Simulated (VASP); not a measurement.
# Re (Fm-3m) in VASP: notebook

The runs below take Re through single point, relaxation of cell and atoms, with LDA.

All numbers are computed with VASP 6.6.1; they aren't measurements. Logs are shortened: lines on timing, memory, paths and dates and some standing lists are left out, and cuts for length are marked.

**1. The cell of the first run**

It takes space group Fm-3m (No. 225, cubic). The conventional cell has a = 3.862 Å, b = 3.862 Å, c = 3.862 Å, α = 90.00°, β = 90.00°, γ = 90.00°. Within 3.6 Å of Re (site symmetry m-3m) lie 12 Re at 2.73 Å.

This isn't the form of Re at room conditions, which is hcp.

**2. Single point, LDA**

INCAR

```
  PREC = Accurate
  ENCUT = 600
  EDIFF = 1E-6
  ISMEAR = -1
  SIGMA = 0.05
  LREAL = F
  LASPH = T
  NELM = 120
  ALGO = Normal
  ISIF = 2
  LWAVE = F
  LCHARG = F
  GGA = CA
  NBANDS = 22
  GGA_COMPAT = F
```

KPOINTS

```
Automatic mesh
0
Gamma
  5 5 5
```

POSCAR

```
Re
1.0
    3.8621174201      0.0000000000      0.0000000000
    0.0000000000      3.8621174201      0.0000000000
    0.0000000000      0.0000000000      3.8621174201
Re
4
Direct
    0.0000000000      0.0000000000      0.0000000000
    0.0000000000      0.5000000000      0.5000000000
    0.5000000000      0.0000000000      0.5000000000
    0.5000000000      0.5000000000      0.0000000000
```

Potentials or basis: VASP PAW LDA potentials, release 64 (Re).

On the command line:

```bash
$ cat potpaw_LDA.64/Re/POTCAR > POTCAR
$ mpirun -np 1 vasp_std > vasp.out
```

OUTCAR:

```text
PREC = Accurate
   ENCUT = 600
   EDIFF = 1E-6
   ISMEAR = -1
   LREAL = F
   LASPH = T
   NELM = 120
   ISIF = 2
   GGA = CA

 ion  position               nearest neighbor table
   1  0.000  0.000  0.000-   2 2.73   3 2.73   4 2.73   2 2.73   3 2.73   2 2.73   4 2.73   2 2.73
                             3 2.73   4 2.73   3 2.73   4 2.73
   2  0.000  0.500  0.500-   1 2.73   3 2.73   4 2.73   1 2.73   4 2.73   1 2.73   3 2.73   1 2.73
                             3 2.73   4 2.73   4 2.73   3 2.73
   3  0.500  0.000  0.500-   1 2.73   2 2.73   4 2.73   1 2.73   4 2.73   2 2.73   4 2.73   4 2.73
                             1 2.73   2 2.73   1 2.73   2 2.73
   4  0.500  0.500  0.000-   1 2.73   2 2.73   3 2.73   2 2.73   3 2.73   1 2.73   3 2.73   3 2.73
                             1 2.73   2 2.73   2 2.73   1 2.73

  LATTYP: Found a simple cubic cell.
 ALAT       =     3.8621174201

  Lattice vectors:

 A1 = (   3.8621174201,   0.0000000000,   0.0000000000)
 A2 = (   0.0000000000,   3.8621174201,   0.0000000000)
 A3 = (   0.0000000000,   0.0000000000,   3.8621174201)

Analysis of symmetry for initial positions (statically):
=====================================================================
 Subroutine PRICEL returns following result:

  LATTYP: Found a face centered cubic cell.
 ALAT       =     3.8621174201

  Lattice vectors:

 A1 = (   1.9310587101,  -1.9310587101,   0.0000000000)
 A2 = (   1.9310587101,   0.0000000000,   1.9310587101)
 A3 = (   0.0000000000,  -1.9310587101,   1.9310587101)

   4 primitive cells build up your supercell.

 Routine SETGRP: Setting up the symmetry group for a
 simple cubic supercell.

 Subroutine GETGRP returns: Found 48 space group operations
 (whereof 48 operations were pure point group operations)
 out of a pool of 48 trial point group operations.

The static configuration has the point symmetry O_h .

Analysis of symmetry for dynamics (positions and initial velocities):
=====================================================================
 Subroutine PRICEL returns following result:

  LATTYP: Found a face centered cubic cell.
 ALAT       =     3.8621174201

  Lattice vectors:

 A1 = (   1.9310587101,  -1.9310587101,   0.0000000000)
 A2 = (   1.9310587101,   0.0000000000,   1.9310587101)
 A3 = (   0.0000000000,  -1.9310587101,   1.9310587101)

   4 primitive cells build up your supercell.

 Routine SETGRP: Setting up the symmetry group for a
 simple cubic supercell.

 Subroutine GETGRP returns: Found 48 space group operations
 (whereof 48 operations were pure point group operations)
 out of a pool of 48 trial point group operations.

The dynamic configuration has the point symmetry O_h .

 Subroutine INISYM returns: Found 48 space group operations
 (whereof 48 operations are pure point group operations),
 and found     4 'primitive' translations

----------------------------------------------------------------------------------------

                                     Primitive cell

  volume of cell :      14.4018

  direct lattice vectors                    reciprocal lattice vectors
     1.931058710 -1.931058710  0.000000000     0.258925323 -0.258925323 -0.258925323
     1.931058710  0.000000000  1.931058710     0.258925323  0.258925323  0.258925323
     0.000000000 -1.931058710  1.931058710    -0.258925323 -0.258925323  0.258925323

  length of vectors
     2.730929417  2.730929417  2.730929417     0.448471815  0.448471815  0.448471815

  position of ions in fractional coordinates (direct lattice)
     0.000000000  0.000000000  0.000000000

  ion indices of the primitive-cell ions
   primitive index   ion index
                 1           1

----------------------------------------------------------------------------------------

 KPOINTS: Automatic mesh

Automatic generation of k-mesh.
 Grid dimensions read from file:
 generate k-points for:    5    5    5

 Generating k-lattice:

  Cartesian coordinates                     Fractional coordinates (reciprocal lattice)
     0.051785065  0.000000000  0.000000000     0.200000000  0.000000000  0.000000000
     0.000000000  0.051785065  0.000000000     0.000000000  0.200000000  0.000000000
     0.000000000  0.000000000  0.051785065     0.000000000  0.000000000  0.200000000

  Length of vectors
     0.051785065  0.051785065  0.051785065

  Shift w.r.t. Gamma in fractional coordinates (k-lattice)
     0.000000000  0.000000000  0.000000000

 Subroutine IBZKPT returns following result:
 ===========================================

 Found     10 irreducible k-points:

 Following reciprocal coordinates:
            Coordinates               Weight
  0.000000  0.000000  0.000000      1.000000
  0.200000  0.000000  0.000000      6.000000
  0.400000  0.000000  0.000000      6.000000
  0.200000  0.200000  0.000000     12.000000
  0.400000  0.200000  0.000000     24.000000
  0.400000  0.400000  0.000000     12.000000
  0.200000  0.200000  0.200000      8.000000
  0.400000  0.200000  0.200000     24.000000
  0.400000  0.400000  0.200000     24.000000
  0.400000  0.400000  0.400000      8.000000
   k-points           NKPTS =     10   k-points in BZ     NKDIM =     10   number of bands    NBANDS=     22
   number of dos      NEDOS =    301   number of ions     NIONS =      4
   total plane-waves  NPLWV =  32768
   dimension x,y,z NGX =    32 NGY =   32 NGZ =   32
   dimension x,y,z NGXF=    64 NGYF=   64 NGZF=   64
   ions per type =               4
   NGX,Y,Z   is equivalent  to a cutoff of  13.77, 13.77, 13.77 a.u.
   NGXF,Y,Z  is equivalent  to a cutoff of  27.55, 27.55, 27.55 a.u.
 SYSTEM =  unknown system
   PREC   = accura    normal or accurate (medium, high low for compatibility)
   ISTART =      0    job   : 0-new  1-cont  2-samecut
   ICHARG =      2    charge: 1-file 2-atom 10-const
   ISPIN  =      1    spin polarized calculation?
   LNONCOLLINEAR =      F non collinear calculations
   LSORBIT =      F    spin-orbit coupling
   LASPH  =      T    aspherical Exc in radial PAW
   ENCUT  =  600.0 eV  44.10 Ry    6.64 a.u.   7.71  7.71  7.71*2*pi/ulx,y,z
   NELM   =    120;   NELMIN=  2; NELMDL= -5     # of ELM steps
   EDIFF  = 0.1E-05   stopping-criterion for ELM
   LREAL  =      F    real-space projection
   EDIFFG = 0.1E-04   stopping-criterion for IOM
   NSW    =      0    number of steps for IOM
   IBRION =     -1    ionic relax: 0-MD 1-quasi-New 2-CG
   NFREE  =      0    steps in history (QN), initial steepest desc. (CG)
   ISIF   =      2    stress and relaxation
   ISYM   =      2    0-nonsym 1-usesym 2-fastsym
   POTIM  = 0.5000    time-step for ionic-motion
   TEBEG  =    0.0;   TEEND  =   0.0 temperature during run
   PSTRESS=    0.0 pullay stress
   NELECT =      28.0000    total number of electrons
   NUPDOWN=      -1.0000    fix difference up-down
   EMIN   =  10.00;   EMAX   =-10.00  energy-range for DOS
   EFERMI =   0.00;   METHOD = LEGACY
   ISMEAR =    -1;   SIGMA  =   0.05  broadening in eV -4-tet -1-fermi 0-gaus
   EFERMI_NEDOS =   21; number of points for ismear=-14 and -15
   IALGO  =     38    algorithm
   IMIX   =      4    mixing-type and parameters
     AMIX     =   0.40;   BMIX     =  1.00
     AMIX_MAG =   1.60;   BMIX_MAG =  1.00
  volume/ion in A,a.u.               =      14.40        97.19
  Fermi-wavevector in a.u.,A,eV,Ry     =   1.287168  2.432396 22.542166  1.656802
  Thomas-Fermi vector in A             =   2.419199
   LORBIT       =      0    0 simple, 1 ext, 2 COOP (PROOUT), +10 PAW based schemes
   GGA     = CA    functional components
   LHFCALC =     F    Hartree Fock is set to
   AEXX    =    0.0000 exact exchange contribution
   IVDW    =     0    specifies the selected vdW correction
   LEPSILON=     F    determine dielectric tensor
   LRPA    =     F    only Hartree local field effects (RPA)
 non-spin polarized calculation
  energy-cutoff  :      600.00
  volume of cell :       57.61
 maximum number of plane-waves:      1935
 NGX is ok and might be reduce to    32
   NGX = 15   NGY = 15   NGZ = 15

 number of electron      27.9999997 magnetization

 Free energy of the ion-electron system (eV)
  ---------------------------------------------------
  ext. energy  EPLUGINS =         0.00000000
  ---------------------------------------------------
  free energy    TOTEN  =       -54.75969213 eV

  energy without entropy =      -54.72377303  energy(sigma->0) =      -54.74173258

 E-fermi :   8.3977     XC(G=0): -13.9597

 val. band max:        8.1521004966   @ k =   0.4000   0.2000   0.2000
 cond. band min:       8.4169631000   @ k =   0.4000   0.4000   0.0000
 fundamental gap:      0.2648626034
 Fermi energy:         8.3976737635

 k-point     1 :       0.0000    0.0000    0.0000
  band No.  band energies     occupation
      1      -1.8155      2.00000
      2       1.3602      2.00000
      3       1.3602      2.00000
      4       1.3602      2.00000
      5       2.2509      2.00000
      6       2.2509      2.00000
[... 14 lines left out ...]
     21      13.1235      0.00000
     22      13.1235      0.00000

 k-point     2 :       0.2000    0.0000    0.0000
  band No.  band energies     occupation
      1      -1.1868      2.00000
      2       1.6389      2.00000
      3       1.8684      2.00000
      4       1.8684      2.00000
      5       2.5439      2.00000
      6       2.7291      2.00000
[... 14 lines left out ...]
     21      13.1268      0.00000
     22      13.1268      0.00000

 k-point     3 :       0.4000    0.0000    0.0000
  band No.  band energies     occupation
      1       0.4405      2.00000
      2       1.8136      2.00000
      3       2.9879      2.00000
      4       2.9879      2.00000
      5       3.3808      2.00000
      6       4.1165      2.00000
[... 14 lines left out ...]
     21      13.1321      0.00000
     22      13.1321      0.00000
[... 126 lines left out ...]
 k-point     9 :       0.4000    0.4000    0.2000
  band No.  band energies     occupation
      1       1.6650      2.00000
      2       2.5190      2.00000
      3       2.5190      2.00000
      4       2.8141      2.00000
      5       4.8154      2.00000
      6       5.1541      2.00000
[... 14 lines left out ...]
     21      12.1834      0.00000
     22      13.9559      0.00000

 k-point    10 :       0.4000    0.4000    0.4000
  band No.  band energies     occupation
      1       1.3728      2.00000
      2       1.7831      2.00000
      3       1.7831      2.00000
      4       1.7831      2.00000
      5       5.6792      2.00000
      6       5.6792      2.00000
[... 14 lines left out ...]
     21      12.3857      0.00000
     22      13.1797      0.00000

------------------------ aborting loop because EDIFF is reached ----------------------------------------

  FORCE on cell =-STRESS in cart. coord.  units (eV):
  Direction    XX          YY          ZZ          XY          YZ          ZX
  --------------------------------------------------------------------------------------
  -------------------------------------------------------------------------------------
  Total        0.5936638      0.5936638      0.5936638     -0.0000000     -0.0000000      0.0000000
  in kB       16.5110501     16.5110501     16.5110501     -0.0000000     -0.0000000      0.0000000
  external PRESSURE =      16.5110501 kB  Pullay stress =       0.0000000 kB

 VOLUME and BASIS-vectors are now :
 -----------------------------------------------------------------------------
  energy-cutoff  :      600.00
  volume of cell :       57.61
      direct lattice vectors                 reciprocal lattice vectors
     3.862117420  0.000000000  0.000000000     0.258925323  0.000000000  0.000000000
     0.000000000  3.862117420  0.000000000     0.000000000  0.258925323  0.000000000
     0.000000000  0.000000000  3.862117420     0.000000000  0.000000000  0.258925323

 POSITION                                       TOTAL-FORCE (eV/Angst)
 -----------------------------------------------------------------------------------
      0.00000      0.00000      0.00000         0.000000      0.000000      0.000000
      0.00000      1.93106      1.93106         0.000000     -0.000000     -0.000000
      1.93106      0.00000      1.93106        -0.000000     -0.000000      0.000000
      1.93106      1.93106      0.00000        -0.000000      0.000000      0.000000
 -----------------------------------------------------------------------------------
    total drift:                                0.000000     -0.000000     -0.000000

  FREE ENERGIE OF THE ION-ELECTRON SYSTEM (eV)
  ---------------------------------------------------
  free  energy   TOTEN  =       -54.7596921256 eV

  energy  without entropy=      -54.7237730261  energy(sigma->0) =      -54.74173258
```

It took 24 s on 1 thread of Intel Xeon 8259CL, shared host; peak memory 0.15 GiB.

What came out:

```yaml
Free_energy: -54.7597 eV
Pressure: 1.7 GPa
Band_gap_on_the_k_mesh: zero (bands 14 and 15 overlap by 3.95 eV)
```

Caveat: spin-orbit coupling is left out, which moves the levels of the heavy elements.

**3. Relaxation of cell and atoms, LDA**

This run uses another cell than the first one, of 14.72 Å³/atom.

INCAR

```
SYSTEM = Re
PREC = Accurate
ENCUT = 600
EDIFF = 1E-7
ISMEAR = -1
SIGMA = 0.05
LREAL = .False.
LASPH = .True.
NELM = 120
ALGO = Normal
ISIF = 3
LWAVE = .False.
LCHARG = .False.
GGA = CA
IBRION = 2
NSW = 60
EDIFFG = -0.01
GGA_COMPAT = .False.
NELMIN = 4
```

KPOINTS

```
Automatic mesh
0
Gamma
  5 5 5
  0 0 0
```

POSCAR

```
Re
1.0
    3.8900000000      0.0000000000      0.0000000000
    0.0000000000      3.8900000000      0.0000000000
    0.0000000000      0.0000000000      3.8900000000
Re
4
Direct
    0.0000000000      0.0000000000      0.0000000000
    0.0000000000      0.5000000000      0.5000000000
    0.5000000000      0.0000000000      0.5000000000
    0.5000000000      0.5000000000      0.0000000000
```

Potentials or basis: VASP PAW LDA potentials, release 64 (Re).

On the command line:

```bash
$ cat potpaw_LDA.64/Re/POTCAR > POTCAR
$ mpirun -np 1 vasp_std > vasp.out
```

Run time: 65 s. Hardware: 1 thread of Intel Xeon 8259CL, shared host; peak memory 0.17 GiB.

The run converged. Its results:

```
Free energy                           : -54.7612 eV
Relaxed volume                        : 14.46 Å³/atom
Relaxed cell                          : a = 3.867 Å, b = 3.867 Å, c = 3.867 Å, α = 90.00°, β = 90.00°, γ = 90.00°
Space group after relaxing (to 0.1 Å) : Fm-3m (No. 225)
Energy gained by relaxing             : 5.7 meV/atom
Ionic steps                           : 4
Pressure after relaxing               : 0.0 GPa
Band gap on the k mesh                : zero (bands 14 and 15 overlap by 3.93 eV)
```

Step by step:
| step | energy change (eV) | largest force (eV/Å) | pressure (GPa) | volume (Å³) |
| --- | --- | --- | --- | --- |
| 1 | 0.0000 | 0.0000 | -7.00 | 58.86 |
| 2 | 0.4487 | 0.0000 | 37.86 | 53.56 |
| 3 | -0.0228 | 0.0000 | -0.26 | 57.87 |
| 4 | -0.0228 | 0.0000 | -0.04 | 57.84 |

Final structure:
```xyz
4
Lattice="3.8674 0.0000 0.0000 0.0000 3.8674 0.0000 0.0000 0.0000 3.8674" Properties=species:S:1:pos:R:3 pbc="T T T"
Re    0.0000    3.8674    0.0000
Re    3.8674    1.9337    1.9337
Re    1.9337    0.0000    1.9337
Re    1.9337    1.9337    3.8674
```

Levels at points of the mesh, in eV from the Fermi level:
```tsv
k point	band 11	band 12	band 13	band 14	band 15	band 16
(0.00, 0.00, 0.00)	1.26	1.26	3.01	3.01	3.01	3.84
```

Caveat: spin-orbit coupling is left out, which moves the levels of the heavy elements.

The gap in the log of VASP goes by the Fermi energy; the results here count the filled bands.